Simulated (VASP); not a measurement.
Here is a VASP 6.6.1 calculation.

Contents of INCAR:

```
ALGO = Normal
EDIFF = 1E-6
ENCUT = 520
GGA = PE
ISIF = 2
ISMEAR = -1
LASPH = T
LCHARG = F
LREAL = F
LWAVE = F
NBANDS = 20
NELM = 60
PREC = Accurate
SIGMA = 0.1
```

KPOINTS

```
k-points
0
Gamma
  11 11 11
```

Contents of POSCAR:

```
In
1.0
    0.0000000000      3.1931808890      3.1931808890
    3.1931808890      0.0000000000      3.1931808890
    3.1931808890      3.1931808890      0.0000000000
In
2
Direct
   -0.1250000000     -0.1250000000     -0.1250000000
    0.1250000000      0.1250000000      0.1250000000
```

Potentials or basis: VASP PAW PBE potentials, release 64 (In_d).

Launch:

```bash
$ cat potpaw_PBE.64/In_d/POTCAR > POTCAR
$ mpirun -np 1 vasp_std > vasp.out
```

(1) What does it give for the pressure?

(2) Predict the band gap on the k mesh.

Results:

(1) 5.2 GPa.

(2) zero (band 13 reaches 7.56 eV, above the bottom of band 14 at 3.87 eV).

Caveat: spin-orbit coupling is left out, which moves the levels of the heavy elements.
